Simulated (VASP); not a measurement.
A run of VASP 6.6.1 is set up as follows.

File INCAR:

```
SYSTEM = CaZnBr4
PREC = Accurate ; ENCUT = 500
EDIFF = 1E-6 ; ISMEAR = 0
SIGMA = 0.02 ; LREAL = .FALSE.
LASPH = .TRUE. ; NELM = 120
ALGO = Normal ; ISIF = 2
LWAVE = .FALSE. ; LCHARG = .FALSE.
GGA = PE ; NBANDS = 34
GGA_COMPAT = .FALSE.
```

File KPOINTS:

```
Automatic mesh
0
G
  4 4 8
  0 0 0
```

The input POSCAR:

```
CaZnBr4
1.0
    4.7250966211     -4.7148070081      0.0000000000
    4.7250966211      4.7148070081      0.0000000000
    0.0000000000      0.0000000000      4.0554200322
Ca Zn Br
1 1 4
Direct
    0.5000000000      0.5000000000      0.5000000000
    0.0000000000      0.0000000000      0.0000000000
    0.8173285460      0.1826714540      0.5000000000
    0.2882808466      0.2882808466      0.0000000000
    0.7117191534      0.7117191534      0.0000000000
    0.1826714540      0.8173285460      0.5000000000
```

Potentials or basis: VASP PAW PBE potentials, release 64 (Ca_sv, Zn, Br).

Run with:

```console
$ cat potpaw_PBE.64/Ca_sv/POTCAR potpaw_PBE.64/Zn/POTCAR potpaw_PBE.64/Br/POTCAR > POTCAR
$ mpirun -np 1 vasp_std > vasp.out
```

(1) Predict the band gap on the k mesh.

(2) Estimate the pressure.

## Answers

(1) 2.10 eV.

(2) 0.1 GPa.
